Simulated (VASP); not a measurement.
# AsAu (zincblende type) (F-43m) in VASP: further runs

The runs below take AsAu (zincblende type) through electric field gradients, with PBE.

Program: VASP 6.6.1. These are calculated values, not measurements. Logs are shortened: lines on timing, memory, paths and dates and some standing lists are left out, and cuts for length are marked.

### Step 1. The cell of the first run

Symmetry: F-43m, No. 216, cubic system. Conventional cell: a = 5.722 Å, b = 5.722 Å, c = 5.722 Å, α = 90.00°, β = 90.00°, γ = 90.00°. Within 3.3 Å of Au (site symmetry -43m) lie 4 As at 2.48 Å. Within 3.3 Å of As (site symmetry -43m) lie 4 Au at 2.48 Å.

### Step 2. Electric field gradients, PBE (23.42 Å³/atom)

Contents of INCAR:

```
SYSTEM = AsAu
PREC = Accurate
ENCUT = 520
EDIFF = 1E-8
ISMEAR = -1
SIGMA = 0.08
LREAL = .FALSE.
LASPH = .TRUE.
NELM = 60
ALGO = Normal
ISIF = 2
LWAVE = .FALSE.
LCHARG = .FALSE.
GGA = PE
LEFG = .TRUE.
NBANDS = 15
```

Contents of KPOINTS:

```
regular mesh
0
G
  11 11 11
  0 0 0
```

Contents of POSCAR:

```
AsAu
1.0
    0.0000000000      2.8611770421      2.8611770421
    2.8611770421      0.0000000000      2.8611770421
    2.8611770421      2.8611770421      0.0000000000
Au As
1 1
Direct
    0.0000000000      0.0000000000      0.0000000000
    0.2500000000      0.2500000000      0.2500000000
```

Potentials or basis: VASP PAW PBE potentials, release 64 (Au, As).

Started as:

```bash
> cat potpaw_PBE.64/Au/POTCAR potpaw_PBE.64/As/POTCAR > POTCAR
> mpirun -np 1 vasp_std > vasp.out
```

OUTCAR:

```text
SYSTEM = AsAu
   PREC = Accurate
   ENCUT = 520
   EDIFF = 1E-8
   ISMEAR = -1
   LREAL = .FALSE.
   LASPH = .TRUE.
   NELM = 60
   ISIF = 2
   GGA = PE

 ion  position               nearest neighbor table
   1  0.000  0.000  0.000-   2 2.48   2 2.48   2 2.48   2 2.48
   2  0.250  0.250  0.250-   1 2.48   1 2.48   1 2.48   1 2.48

  LATTYP: Found a face centered cubic cell.
 ALAT       =     5.7223540842

  Lattice vectors:

 A1 = (   0.0000000000,   2.8611770421,   2.8611770421)
 A2 = (   2.8611770421,   0.0000000000,   2.8611770421)
 A3 = (   2.8611770421,   2.8611770421,   0.0000000000)

Analysis of symmetry for initial positions (statically):
=====================================================================
 Subroutine PRICEL returns:
 Original cell was already a primitive cell.

 Routine SETGRP: Setting up the symmetry group for a
 face centered cubic supercell.

 Subroutine GETGRP returns: Found 24 space group operations
 (whereof 24 operations were pure point group operations)
 out of a pool of 48 trial point group operations.

The static configuration has the point symmetry T_d .

Analysis of symmetry for dynamics (positions and initial velocities):
=====================================================================
 Subroutine PRICEL returns:
 Original cell was already a primitive cell.

 Routine SETGRP: Setting up the symmetry group for a
 face centered cubic supercell.

 Subroutine GETGRP returns: Found 24 space group operations
 (whereof 24 operations were pure point group operations)
 out of a pool of 48 trial point group operations.

The dynamic configuration has the point symmetry T_d .

 Subroutine INISYM returns: Found 24 space group operations
 (whereof 24 operations are pure point group operations),
 and found     1 'primitive' translations

----------------------------------------------------------------------------------------

                                     Primitive cell

  volume of cell :      46.8451

  direct lattice vectors                    reciprocal lattice vectors
     0.000000000  2.861177042  2.861177042    -0.174753255  0.174753255  0.174753255
     2.861177042  0.000000000  2.861177042     0.174753255 -0.174753255  0.174753255
     2.861177042  2.861177042  0.000000000     0.174753255  0.174753255 -0.174753255

  length of vectors
[... 127 lines left out ...]

  energy without entropy =       -7.38585487  energy(sigma->0) =       -7.39900417

 E-fermi :   4.8199     XC(G=0):  -9.9842

 val. band max:        4.7869802017   @ k =  -0.1818   0.1818   0.0000
 cond. band min:       4.8207603322   @ k =  -0.2727   0.3636   0.0909
 fundamental gap:      0.0337801304
 Fermi energy:         4.8198890601

 k-point     1 :       0.0000    0.0000    0.0000
  band No.  band energies     occupation
      1      -7.6248      2.00000
      2      -1.0877      2.00000
      3      -1.0877      2.00000
      4      -1.0877      2.00000
      5       0.3355      2.00000
      6       0.3355      2.00000
      7       6.7161      0.00000
      8       7.6999      0.00000
      9       7.6999      0.00000
     10       7.6999      0.00000
     11      11.3403      0.00000
     12      11.3403      0.00000
     13      11.3403      0.00000
     14      14.8898      0.00000
[... 401 lines left out ...]
      2      -1.1448      2.00000
      3      -0.8484      2.00000
      4      -0.8276      2.00000
      5       0.2408      2.00000
      6       0.4303      2.00000
      7       3.5969      2.00000
      8       4.7870      1.20283
      9       6.7666      0.00000
     10       9.3274      0.00000
     11      11.5595      0.00000
     12      12.1618      0.00000
     13      12.3981      0.00000
     14      15.5078      0.00000
     15      17.6151      0.00000

 [... further k-points ...]
[... 5 lines left out ...]
  --------------------------------------------------------------------------------------
  -------------------------------------------------------------------------------------
  Total        1.4969130      1.4969130      1.4969130      0.0000000      0.0000000     -0.0000000
  in kB       51.1968160     51.1968160     51.1968160      0.0000000      0.0000000     -0.0000000
  external PRESSURE =      51.1968160 kB  Pullay stress =       0.0000000 kB

 VOLUME and BASIS-vectors are now :
 -----------------------------------------------------------------------------
  energy-cutoff  :      520.00
  volume of cell :       46.85
      direct lattice vectors                 reciprocal lattice vectors
     0.000000000  2.861177042  2.861177042    -0.174753255  0.174753255  0.174753255
     2.861177042  0.000000000  2.861177042     0.174753255 -0.174753255  0.174753255
     2.861177042  2.861177042  0.000000000     0.174753255  0.174753255 -0.174753255

 POSITION                                       TOTAL-FORCE (eV/Angst)
 -----------------------------------------------------------------------------------
      0.00000      0.00000      0.00000        -0.000000      0.000000      0.000000
      1.43059      1.43059      1.43059         0.000000      0.000000     -0.000000
 -----------------------------------------------------------------------------------
    total drift:                                0.000000      0.000000      0.000000

  FREE ENERGIE OF THE ION-ELECTRON SYSTEM (eV)
  ---------------------------------------------------
  free  energy   TOTEN  =        -7.4121534726 eV

  energy  without entropy=       -7.3858548657  energy(sigma->0) =       -7.39900417

 Electric field gradients (V/A^2)
---------------------------------------------------------------------
 ion       V_xx      V_yy      V_zz      V_xy      V_xz      V_yz
---------------------------------------------------------------------
   1      -0.000    -0.000    -0.000    -0.000    -0.000    -0.000
   2      -0.000     0.000     0.000     0.000     0.000     0.000
---------------------------------------------------------------------

 Electric field gradients after diagonalization (V/A^2)
 (convention: |V_zz| > |V_xx| > |V_yy|)
----------------------------------------------------------------------
 ion       V_xx      V_yy      V_zz     asymmetry (V_yy - V_xx)/ V_zz
----------------------------------------------------------------------
   1       0.000     0.000    -0.001       0.000
   2      -0.000    -0.000     0.001       0.000
----------------------------------------------------------------------

           NMR quadrupolar parameters

 Cq : quadrupolar parameter    Cq=e*Q*V_zz/h
 eta: asymmetry parameters     (V_yy - V_xx)/ V_zz
 Q  : nuclear electric quadrupole moment in mb (millibarn)
----------------------------------------------------------------------
 ion       Cq(MHz)       eta       Q (mb)
----------------------------------------------------------------------
   1      -0.000       0.000       1.000
   2       0.000       0.000       1.000
----------------------------------------------------------------------
```

OSZICAR:

```text
N       E                     dE             d eps       ncg     rms          rms(c)
DAV:   1     0.709149916234E+02    0.70915E+02   -0.71929E+03  1696   0.931E+02
DAV:   2    -0.629114125084E+01   -0.77206E+02   -0.70706E+02  2107   0.192E+02
DAV:   3    -0.817334098277E+01   -0.18822E+01   -0.18759E+01  1960   0.292E+01
DAV:   4    -0.818403366819E+01   -0.10693E-01   -0.10692E-01  2163   0.244E+00
DAV:   5    -0.818417174565E+01   -0.13808E-03   -0.13808E-03  2051   0.279E-01    0.896E+00
DAV:   6    -0.745405992766E+01    0.73011E+00   -0.29307E+00  1736   0.168E+01    0.655E+00
DAV:   7    -0.742475630120E+01    0.29304E-01   -0.14001E-01  1722   0.354E+00    0.346E+00
DAV:   8    -0.741284580804E+01    0.11910E-01   -0.16468E-02  2002   0.793E-01    0.305E-01
DAV:   9    -0.741217038256E+01    0.67543E-03   -0.15279E-03  2009   0.397E-01    0.132E-01
DAV:  10    -0.741215396359E+01    0.16419E-04   -0.34145E-04  1981   0.114E-01    0.400E-02
DAV:  11    -0.741215347940E+01    0.48419E-06   -0.19564E-05  2086   0.311E-02    0.731E-03
DAV:  12    -0.741215364098E+01   -0.16158E-06   -0.25539E-06  1925   0.950E-03    0.476E-03
DAV:  13    -0.741215339536E+01    0.24562E-06   -0.52840E-07  2037   0.562E-03    0.102E-03
DAV:  14    -0.741215345594E+01   -0.60584E-07   -0.64736E-08  1876   0.201E-03    0.596E-04
DAV:  15    -0.741215347924E+01   -0.23294E-07   -0.17399E-09  1554   0.262E-04    0.105E-04
DAV:  16    -0.741215347258E+01    0.66598E-08   -0.32034E-10   966   0.119E-04
   1 F= -.74121535E+01 E0= -.73990042E+01  d E =-.262986E-01
```

Run time: 78 s. Hardware: 1 thread of Intel Xeon 8259CL, shared host; peak memory 0.2 GiB.

Results:

```yaml
Free_energy: -7.4122 eV
Pressure: 5.1 GPa
Band_gap_on_the_k_mesh: zero (bands 8 and 9 overlap by 3.97 eV)
Largest_electric_field_gradient_by_atom: zero within the noise of the run
```

Caveat: the cell stands under pressure; spin-orbit coupling is left out, which moves the levels of the heavy elements.

### Step 3. Electric field gradients, PBE (24.41 Å³/atom)

This run uses another cell than the first one, of 24.41 Å³/atom.

Contents of INCAR:

```
PREC     = Accurate       # precision mode
ENCUT    = 520            # plane-wave cutoff, eV
EDIFF    = 1E-8           # SCF threshold, eV
ISMEAR   = -1             # smearing method
SIGMA    = 0.08           # smearing width, eV
LREAL    = False          # projectors in reciprocal space
LASPH    = True           # aspherical terms in the spheres
NELM     = 60             # most SCF steps
ALGO     = Normal         # electronic algorithm
ISIF     = 2              # what is computed and relaxed
LWAVE    = False          # write WAVECAR
LCHARG   = False          # write CHGCAR
GGA      = PE             # functional
LEFG     = True         
NBANDS   = 15             # bands
```

Contents of KPOINTS:

```
regular mesh
0
Gamma
  11 11 11
```

Contents of POSCAR:

```
AsAu
1.0
    0.0000000000      2.9006844730      2.9006844730
    2.9006844730      0.0000000000      2.9006844730
    2.9006844730      2.9006844730      0.0000000000
Au As
1 1
Direct
    0.0000000000      0.0000000000      0.0000000000
    0.2500000000      0.2500000000      0.2500000000
```

Potentials or basis: VASP PAW PBE potentials, release 64 (Au, As).

Started as:

```bash
> cat potpaw_PBE.64/Au/POTCAR potpaw_PBE.64/As/POTCAR > POTCAR
> mpirun -np 1 vasp_std > vasp.out
```

OUTCAR:

```text
PREC = Accurate
   ENCUT = 520
   EDIFF = 1E-8
   ISMEAR = -1
   LREAL = False
   LASPH = True
   NELM = 60
   ISIF = 2
   GGA = PE

 ion  position               nearest neighbor table
   1  0.000  0.000  0.000-   2 2.51   2 2.51   2 2.51   2 2.51
   2  0.250  0.250  0.250-   1 2.51   1 2.51   1 2.51   1 2.51

  LATTYP: Found a face centered cubic cell.
 ALAT       =     5.8013689460

  Lattice vectors:

 A1 = (   0.0000000000,   2.9006844730,   2.9006844730)
 A2 = (   2.9006844730,   0.0000000000,   2.9006844730)
 A3 = (   2.9006844730,   2.9006844730,   0.0000000000)

Analysis of symmetry for initial positions (statically):
=====================================================================
 Subroutine PRICEL returns:
 Original cell was already a primitive cell.

 Routine SETGRP: Setting up the symmetry group for a
 face centered cubic supercell.

 Subroutine GETGRP returns: Found 24 space group operations
 (whereof 24 operations were pure point group operations)
 out of a pool of 48 trial point group operations.

The static configuration has the point symmetry T_d .

Analysis of symmetry for dynamics (positions and initial velocities):
=====================================================================
 Subroutine PRICEL returns:
 Original cell was already a primitive cell.

 Routine SETGRP: Setting up the symmetry group for a
 face centered cubic supercell.

 Subroutine GETGRP returns: Found 24 space group operations
 (whereof 24 operations were pure point group operations)
 out of a pool of 48 trial point group operations.

The dynamic configuration has the point symmetry T_d .

 Subroutine INISYM returns: Found 24 space group operations
 (whereof 24 operations are pure point group operations),
 and found     1 'primitive' translations

----------------------------------------------------------------------------------------

                                     Primitive cell

  volume of cell :      48.8125

  direct lattice vectors                    reciprocal lattice vectors
     0.000000000  2.900684473  2.900684473    -0.172373109  0.172373109  0.172373109
     2.900684473  0.000000000  2.900684473     0.172373109 -0.172373109  0.172373109
     2.900684473  2.900684473  0.000000000     0.172373109  0.172373109 -0.172373109

  length of vectors
     4.102187322  4.102187322  4.102187322     0.298558982  0.298558982  0.298558982

  position of ions in fractional coordinates (direct lattice)
     0.000000000  0.000000000  0.000000000
     0.250000000  0.250000000  0.250000000

  ion indices of the primitive-cell ions
   primitive index   ion index
                 1           1
                 2           2

----------------------------------------------------------------------------------------

 KPOINTS: regular mesh

Automatic generation of k-mesh.
 Grid dimensions read from file:
 generate k-points for:   11   11   11

 Generating k-lattice:

  Cartesian coordinates                     Fractional coordinates (reciprocal lattice)
    -0.015670283  0.015670283  0.015670283     0.090909091  0.000000000  0.000000000
[... 73 lines left out ...]
   EFERMI =   0.00;   METHOD = LEGACY
   ISMEAR =    -1;   SIGMA  =   0.08  broadening in eV -4-tet -1-fermi 0-gaus
   EFERMI_NEDOS =   21; number of points for ismear=-14 and -15
   IALGO  =     38    algorithm
   IMIX   =      4    mixing-type and parameters
     AMIX     =   0.40;   BMIX     =  1.00
     AMIX_MAG =   1.60;   BMIX_MAG =  1.00
  volume/ion in A,a.u.               =      24.41       164.70
  Fermi-wavevector in a.u.,A,eV,Ry     =   1.128767  2.133060 17.335389  1.274115
  Thomas-Fermi vector in A             =   2.265458
   LORBIT       =      0    0 simple, 1 ext, 2 COOP (PROOUT), +10 PAW based schemes
   GGA     = PE    functional components
   LHFCALC =     F    Hartree Fock is set to
   AEXX    =    0.0000 exact exchange contribution
   IVDW    =     0    specifies the selected vdW correction
   LEPSILON=     F    determine dielectric tensor
   LRPA    =     F    only Hartree local field effects (RPA)
 non-spin polarized calculation
  energy-cutoff  :      520.00
  volume of cell :       48.81
 maximum number of plane-waves:      1363
   NGX = 15   NGY = 15   NGZ = 15

 number of electron      16.0000000 magnetization

 Free energy of the ion-electron system (eV)
  ---------------------------------------------------
  ext. energy  EPLUGINS =         0.00000000
  ---------------------------------------------------
  free energy    TOTEN  =        -7.45215428 eV

  energy without entropy =       -7.42448324  energy(sigma->0) =       -7.43831876

 E-fermi :   4.3768     XC(G=0):  -9.7851

 val. band max:        4.3603731111   @ k =  -0.1818   0.1818   0.0000
 cond. band min:       4.3817115699   @ k =  -0.2727   0.3636   0.0909
 fundamental gap:      0.0213384588
 Fermi energy:         4.3767877879

 k-point     1 :       0.0000    0.0000    0.0000
  band No.  band energies     occupation
      1      -7.8015      2.00000
      2      -1.2863      2.00000
      3      -1.2863      2.00000
      4      -1.2863      2.00000
      5       0.0624      2.00000
      6       0.0624      2.00000
      7       6.0756      0.00000
      8       7.0827      0.00000
      9       7.0827      0.00000
     10       7.0827      0.00000
     11      10.8421      0.00000
     12      10.8421      0.00000
     13      10.8421      0.00000
     14      14.2416      0.00000
[... 401 lines left out ...]
      2      -1.3370      2.00000
      3      -1.0617      2.00000
      4      -1.0384      2.00000
      5      -0.0235      2.00000
      6       0.1491      2.00000
      7       3.1148      2.00000
      8       4.3604      1.10223
      9       6.2104      0.00000
     10       8.6909      0.00000
     11      11.0209      0.00000
     12      11.6107      0.00000
     13      11.8520      0.00000
     14      14.9333      0.00000
     15      16.9159      0.00000

 [... further k-points ...]
[... 5 lines left out ...]
  --------------------------------------------------------------------------------------
  -------------------------------------------------------------------------------------
  Total        0.4436028      0.4436028      0.4436028      0.0000000      0.0000000     -0.0000000
  in kB       14.5604018     14.5604018     14.5604018      0.0000000      0.0000000     -0.0000000
  external PRESSURE =      14.5604018 kB  Pullay stress =       0.0000000 kB

 VOLUME and BASIS-vectors are now :
 -----------------------------------------------------------------------------
  energy-cutoff  :      520.00
  volume of cell :       48.81
      direct lattice vectors                 reciprocal lattice vectors
     0.000000000  2.900684473  2.900684473    -0.172373109  0.172373109  0.172373109
     2.900684473  0.000000000  2.900684473     0.172373109 -0.172373109  0.172373109
     2.900684473  2.900684473  0.000000000     0.172373109  0.172373109 -0.172373109

 POSITION                                       TOTAL-FORCE (eV/Angst)
 -----------------------------------------------------------------------------------
      0.00000      0.00000      0.00000        -0.000000     -0.000000     -0.000000
      1.45034      1.45034      1.45034         0.000000      0.000000      0.000000
 -----------------------------------------------------------------------------------
    total drift:                               -0.000000     -0.000000     -0.000000

  FREE ENERGIE OF THE ION-ELECTRON SYSTEM (eV)
  ---------------------------------------------------
  free  energy   TOTEN  =        -7.4521542813 eV

  energy  without entropy=       -7.4244832446  energy(sigma->0) =       -7.43831876

 Electric field gradients (V/A^2)
---------------------------------------------------------------------
 ion       V_xx      V_yy      V_zz      V_xy      V_xz      V_yz
---------------------------------------------------------------------
   1       0.000     0.000     0.000     0.000     0.000     0.000
   2      -0.000     0.000    -0.000    -0.000    -0.000    -0.000
---------------------------------------------------------------------

 Electric field gradients after diagonalization (V/A^2)
 (convention: |V_zz| > |V_xx| > |V_yy|)
----------------------------------------------------------------------
 ion       V_xx      V_yy      V_zz     asymmetry (V_yy - V_xx)/ V_zz
----------------------------------------------------------------------
   1      -0.000    -0.000     0.001       0.000
   2       0.000     0.000    -0.001       0.000
----------------------------------------------------------------------

           NMR quadrupolar parameters

 Cq : quadrupolar parameter    Cq=e*Q*V_zz/h
 eta: asymmetry parameters     (V_yy - V_xx)/ V_zz
 Q  : nuclear electric quadrupole moment in mb (millibarn)
----------------------------------------------------------------------
 ion       Cq(MHz)       eta       Q (mb)
----------------------------------------------------------------------
   1       0.000       0.000       1.000
   2      -0.000       0.000       1.000
----------------------------------------------------------------------
```

Run time: 49 s. Hardware: 1 thread of Intel Xeon 8259CL, shared host; peak memory 0.2 GiB.

What came out:

```yaml
Free_energy: -7.4522 eV
Pressure: 1.5 GPa
Band_gap_on_the_k_mesh: zero (bands 8 and 9 overlap by 3.72 eV)
Largest_electric_field_gradient_by_atom: zero within the noise of the run
```

Caveat: spin-orbit coupling is left out, which moves the levels of the heavy elements.
